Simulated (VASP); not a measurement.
Wanted: the native input for a VASP 6.6.1 run.

```
Task                   : single point
Functional             : PBE
Potentials or basis    : VASP PAW PBE potentials, release 64 (K_sv, Ta_pv, O)
Cutoff                 : 520 eV
k mesh                 : 4 × 4 × 6
Occupations            : gaussian, width 0.02 eV
Spin                   : no spin polarisation
Dipole correction      : no
Further INCAR settings : ALGO = Normal; EDIFF = 1e-06; NBANDS = 69
```

The structure of K3TaO3 lies in POSCAR:

```
K3TaO3
1.0
    4.6902981222     -5.7870401580      0.0000000000
    4.6902981222      5.7870401580      0.0000000000
    0.0000000000      0.0000000000      5.9328266463
K Ta O
6 2 6
Direct
    0.3944316564      0.6055683436      0.7500000000
    0.9027305217      0.6869033257      0.7500000000
    0.3130966743      0.0972694783      0.7500000000
    0.6055683436      0.3944316564      0.2500000000
    0.6869033257      0.9027305217      0.2500000000
    0.0972694783      0.3130966743      0.2500000000
    0.7988645945      0.2011354055      0.7500000000
    0.2011354055      0.7988645945      0.2500000000
    0.0502319215      0.2998700489      0.7500000000
    0.7001299511      0.9497680785      0.7500000000
    0.6367226174      0.3632773826      0.7500000000
    0.2998700489      0.0502319215      0.2500000000
    0.9497680785      0.7001299511      0.2500000000
    0.3632773826      0.6367226174      0.2500000000
```

The input as run:

INCAR

```
PREC = Accurate ; ENCUT = 520
EDIFF = 1E-6 ; ISMEAR = 0
SIGMA = 0.02 ; LREAL = F
LASPH = T ; NELM = 80
ALGO = Normal ; ISIF = 2
LWAVE = F ; LCHARG = F
GGA = PE ; NBANDS = 69
```

KPOINTS

```
Automatic mesh
0
Gamma
  4 4 6
```

Potentials or basis: VASP PAW PBE potentials, release 64 (K_sv, Ta_pv, O).

Run with:

```console
$ cat potpaw_PBE.64/K_sv/POTCAR potpaw_PBE.64/Ta_pv/POTCAR potpaw_PBE.64/O/POTCAR > POTCAR
$ mpirun -np 1 vasp_std > vasp.out
```

Results of the run:

* Pressure: 0.4 GPa
* Largest force: 0.181 eV/Å
* Band gap on the k mesh: 1.84 eV, indirect (least direct gap 1.86 eV)

Caveat: spin-orbit coupling is left out, which moves the levels of the heavy elements.

It took 12 min on 1 thread of Intel(R) Xeon(R) Platinum 8259CL CPU @ 2.50GHz (Skylake/Cascade Lake) (shared host), peak memory 0.7 GiB.
